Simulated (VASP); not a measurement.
A run of VASP 6.6.1 is set up as follows.

File INCAR:

```
SYSTEM = CaSc
ALGO = Normal ; EDIFF = 1E-7
EDIFFG = -0.01 ; ENCUT = 600
GGA = PE ; IBRION = 2
ISIF = 3 ; ISMEAR = 0
LASPH = .True. ; LCHARG = .False.
LREAL = .False. ; LWAVE = .False.
NELM = 100 ; NSW = 100
PREC = Accurate ; SIGMA = 0.1
```

KPOINTS

```
k-points
0
Gamma
  16 16 16
  0 0 0
```

POSCAR

```
CaSc
1.0
    0.0000000000      3.2266790112      3.2266790112
    3.2266790112      0.0000000000      3.2266790112
    3.2266790112      3.2266790112      0.0000000000
Ca Sc
1 1
Direct
    0.0000000000      0.0000000000      0.0000000000
    0.5000000000      0.5000000000      0.5000000000
```

Potentials or basis: VASP PAW PBE potentials, release 64 (Ca_sv, Sc_sv).

Run with:

```console
$ cat potpaw_PBE.64/Ca_sv/POTCAR potpaw_PBE.64/Sc_sv/POTCAR > POTCAR
$ mpirun -np 1 vasp_std > vasp.out
```

Problem. Estimate the relaxed volume.

Solution. 33.83 Å³/atom.

Problem. What does it give for the relaxed cell?

Solution. a = 4.574 Å, b = 4.574 Å, c = 4.574 Å, α = 60.00°, β = 60.00°, γ = 60.00°.

Problem. Estimate the space group after relaxing (to 0.05 Å).

Solution. Fm-3m (No. 225).

The path:
| step | energy change (eV) | largest force (eV/Å) | pressure (GPa) | volume (Å³) |
| --- | --- | --- | --- | --- |
| 1 | 0.0000 | 0.0000 | 0.14 | 67.19 |
| 2 | -0.0002 | 0.0000 | 0.05 | 67.48 |
| 3 | -0.0002 | 0.0000 | 0.00 | 67.66 |
